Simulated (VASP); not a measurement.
A run of VASP 6.6.1 is set up as follows.

File POSCAR:

```
SrCl2
1.0
    0.0000000000      3.4976509443      3.4976509443
    3.4976509443      0.0000000000      3.4976509443
    3.4976509443      3.4976509443      0.0000000000
Sr Cl
1 2
Direct
    0.0000000000      0.0000000000      0.0000000000
    0.2500000000      0.2500000000      0.2500000000
    0.7500000000      0.7500000000      0.7500000000
```

INCAR.step1

```
ALGO     = Normal         # electronic algorithm
EDIFF    = 1E-5           # SCF threshold, eV
ENCUT    = 550            # plane-wave cutoff, eV
GGA      = PE             # functional
GGA_COMPAT= F            
ISMEAR   = 0              # smearing method
ISYM     = 0            
LASPH    = T              # aspherical terms in the spheres
LCHARG   = F              # write CHGCAR
LREAL    = F              # projectors in reciprocal space
LWAVE    = T              # write WAVECAR
NBANDS   = 19             # bands
NELM     = 120            # most SCF steps
PREC     = Accurate       # precision mode
SIGMA    = 0.01           # smearing width, eV
```

File INCAR.step2:

```
ALGO     = Normal         # electronic algorithm
EDIFF    = 1E-6           # SCF threshold, eV
ENCUT    = 550            # plane-wave cutoff, eV
GGA_COMPAT= F            
ISIF     = 2              # what is computed and relaxed
ISMEAR   = 0              # smearing method
ISTART   = 1            
ISYM     = 0            
LASPH    = T              # aspherical terms in the spheres
LCHARG   = F              # write CHGCAR
LMIXTAU  = T            
LREAL    = F              # projectors in reciprocal space
LWAVE    = F              # write WAVECAR
METAGGA  = R2SCAN         # meta-GGA
NBANDS   = 19             # bands
NELM     = 120            # most SCF steps
PREC     = Accurate       # precision mode
SIGMA    = 0.01           # smearing width, eV
```

KPOINTS

```
k-points
0
Gamma
  4 4 4
```

Potentials or basis: VASP PAW PBE potentials, release 64 (Sr_sv, Cl).

The run is started by

```sh
$ cat potpaw_PBE.64/Sr_sv/POTCAR potpaw_PBE.64/Cl/POTCAR > POTCAR
$ cp INCAR.step1 INCAR
$ mpirun -np 1 vasp_std > vasp.out
$ cp INCAR.step2 INCAR
$ mpirun -np 1 vasp_std > vasp.out
```

Task: What does it give for the pressure?

Result: 0.1 GPa.

Task: Predict the band gap on the k mesh.

Result: 5.94 eV (least direct gap 5.99 eV).

Caveat: the PAW data sets were made with another functional, which shifts forces and pressure a little. r2SCAN opens gaps a little over a GGA but as a rule still falls short of measured ones.
